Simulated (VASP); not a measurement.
# Mo in VASP: further runs, part 2 of 2

VASP 6.6.1. Earlier steps stand in the parts before.

## Step 4: Single point, PBE (strained)

File INCAR:

```
PREC = Accurate ; ENCUT = 520
EDIFF = 1E-7 ; ISMEAR = 0
SIGMA = 0.1 ; LREAL = F
LASPH = T ; NELM = 100
ALGO = Fast ; ISIF = 2
LWAVE = F ; LCHARG = T
GGA = PE ; LELF = T
LVHAR = T ; NBANDS = 13
ISYM = 0
```

File KPOINTS:

```
Automatic mesh
0
Gamma
  18 16 18
```

File POSCAR:

```
Mo
1.0
    0.0000000000      1.9405457500      1.9405457500
    2.0211457500     -0.0806000000      2.0211457500
    1.9405457500      1.9405457500      0.0000000000
Mo
1
Direct
    0.0000000000      0.0000000000      0.0000000000
```

Potentials or basis: VASP PAW PBE potentials, release 64 (Mo_sv).

The run is started by

```sh
$ cat potpaw_PBE.64/Mo_sv/POTCAR > POTCAR
$ mpirun -np 1 vasp_std > vasp.out
```

OUTCAR:

```text
PREC = Accurate
   ENCUT = 520
   EDIFF = 1E-7
   ISMEAR = 0
   LREAL = F
   LASPH = T
   NELM = 100
   ISIF = 2
   GGA = PE
   ISYM = 0

 ion  position               nearest neighbor table
   1  0.000  0.000  0.000-

IMPORTANT INFORMATION: All symmetrisations will be switched off!
NOSYMM: (Re-)initialisation of all symmetry stuff for point group C_1.

----------------------------------------------------------------------------------------

[... 554 lines left out ...]
------------------------ aborting loop because EDIFF is reached ----------------------------------------

  FORCE on cell =-STRESS in cart. coord.  units (eV):
  Direction    XX          YY          ZZ          XY          YZ          ZX
  --------------------------------------------------------------------------------------
  -------------------------------------------------------------------------------------
  Total        0.9261793      0.9275017      0.9261802      0.0540336      0.0540330     -0.0726449
  in kB       95.5775655     95.7140308     95.5776637      5.5760254      5.5759619     -7.4966315
  external PRESSURE =      95.6230866 kB  Pullay stress =       0.0000000 kB

 VOLUME and BASIS-vectors are now :
 -----------------------------------------------------------------------------
  energy-cutoff  :      520.00
  volume of cell :       15.53
      direct lattice vectors                 reciprocal lattice vectors
     0.000000000  1.940545750  1.940545750    -0.252622391  0.252622391  0.262696560
     2.021145750 -0.080600000  2.021145750     0.242548221 -0.242548221  0.242548221
     1.940545750  1.940545750  0.000000000     0.262696560  0.252622391 -0.252622391

 POSITION                                       TOTAL-FORCE (eV/Angst)
 -----------------------------------------------------------------------------------
      0.00000      0.00000      0.00000         0.000000      0.000000      0.000000
 -----------------------------------------------------------------------------------
    total drift:                                0.000000      0.000000      0.000000

  FREE ENERGIE OF THE ION-ELECTRON SYSTEM (eV)
  ---------------------------------------------------
  free  energy   TOTEN  =       -10.4981893067 eV

  energy  without entropy=      -10.4917070443  energy(sigma->0) =      -10.49494818
```

OSZICAR:

```text
N       E                     dE             d eps       ncg     rms          rms(c)
DAV:   1     0.924068899259E+02    0.92407E+02   -0.80373E+03 68108   0.110E+03
DAV:   2    -0.991350463800E+01   -0.10232E+03   -0.98617E+02 77641   0.311E+02
DAV:   3    -0.110778791564E+02   -0.11644E+01   -0.11604E+01 75256   0.329E+01
DAV:   4    -0.110805325502E+02   -0.26534E-02   -0.26533E-02 75576   0.191E+00
DAV:   5    -0.110805494561E+02   -0.16906E-04   -0.16907E-04 76681   0.136E-01    0.144E+01
RMM:   6    -0.105720389453E+02    0.50851E+00   -0.60237E-01 67541   0.730E+00    0.448E+00
RMM:   7    -0.105011417567E+02    0.70897E-01   -0.18033E-01 69409   0.394E+00    0.852E-01
RMM:   8    -0.104983699236E+02    0.27718E-02   -0.95429E-03 76643   0.107E+00    0.145E-01
RMM:   9    -0.104981981918E+02    0.17173E-03   -0.98176E-04 77266   0.330E-01    0.475E-02
RMM:  10    -0.104981913209E+02    0.68709E-05   -0.13752E-04 78932   0.128E-01    0.154E-02
RMM:  11    -0.104981908761E+02    0.44476E-06   -0.13506E-05 78473   0.402E-02    0.809E-03
RMM:  12    -0.104981892349E+02    0.16412E-05   -0.47279E-06 78303   0.219E-02    0.114E-03
RMM:  13    -0.104981893893E+02   -0.15447E-06   -0.56433E-07 62843   0.806E-03    0.492E-04
RMM:  14    -0.104981892886E+02    0.10077E-06   -0.15890E-07 49053   0.342E-03    0.298E-04
RMM:  15    -0.104981893067E+02   -0.18137E-07   -0.23703E-08 41259   0.158E-03
   1 F= -.10498189E+02 E0= -.10494948E+02  d E =-.648226E-02
```

stdout:

```text
POSCAR found type information on POSCAR Mo
 POSCAR found :  1 types and       1 ions
 scaLAPACK will be used
 LDA part: xc-table for (Slater+PW92), standard interpolation
 -----------------------------------------------------------------------------
|                                                                             |
|           W    W    AA    RRRRR   N    N  II  N    N   GGGG   !!!           |
|           W    W   A  A   R    R  NN   N  II  NN   N  G    G  !!!           |
|           W    W  A    A  R    R  N N  N  II  N N  N  G       !!!           |
|           W WW W  AAAAAA  RRRRR   N  N N  II  N  N N  G  GGG   !            |
|           WW  WW  A    A  R   R   N   NN  II  N   NN  G    G                |
|           W    W  A    A  R    R  N    N  II  N    N   GGGG   !!!           |
|                                                                             |
|     Your reciprocal lattice and k-lattice belong to different lattice       |
|     classes:                                                                |
|                                                                             |
|        The reciprocal lattice is rhombohedral (trigonal),                   |
|        whereas your k-lattice is base-centered monoclinic.                  |
|                                                                             |
|     Results are often still useful ...                                      |
|                                                                             |
 -----------------------------------------------------------------------------

 POSCAR, INCAR and KPOINTS ok, starting setup
 FFT: planning ... GRIDC
 FFT: planning ... GRID_SOFT
 FFT: planning ... GRID
 WAVECAR not read
 entering main loop
```

Run time: 5.1 min. Hardware: 1 thread of Intel Xeon Platinum 8488C (Sapphire Rapids), shared host; peak memory 0.55 GiB.

What came out:

```yaml
Free_energy: -10.4982 eV
Pressure: 9.6 GPa
Band_gap_on_the_k_mesh: zero (bands 7 and 8 overlap by 4.52 eV)
```

Caveat: the cell differs from its parent crystal (strained); the cell stands under pressure.

## Step 5: Overview

```csv
level,cell,k mesh,gap on the mesh (eV),pressure (GPa)
PBEsol,"a = 2.961 Å, angles 60.0°, 1 atom",18 × 18 × 18,none,-30.3
PBE,"a = 2.846, b = 2.855, c = 2.835 Å, angles 59.4, 60.2, 59.3°, 1 atom",16 × 16 × 16,none,-1.4
PBE,"a = 2.744, b = 2.859 Å, angles 61.3, 60.0, 61.3°, 1 atom",18 × 16 × 18,none,9.6
```

Alike in all rows: task single point; potentials or basis VASP PAW PBE potentials, release 64 (Mo_sv); no spin polarisation; cutoff (eV) 520; smearing gaussian 0.1 eV.

Caveats: the cell stands under tension (at least some runs); the PAW data sets were made with another functional, which shifts forces and pressure a little (at least some runs); the cell stands under pressure (at least some runs).

Total energies depend on the potentials used, so only differences within one code and one set of settings carry meaning.
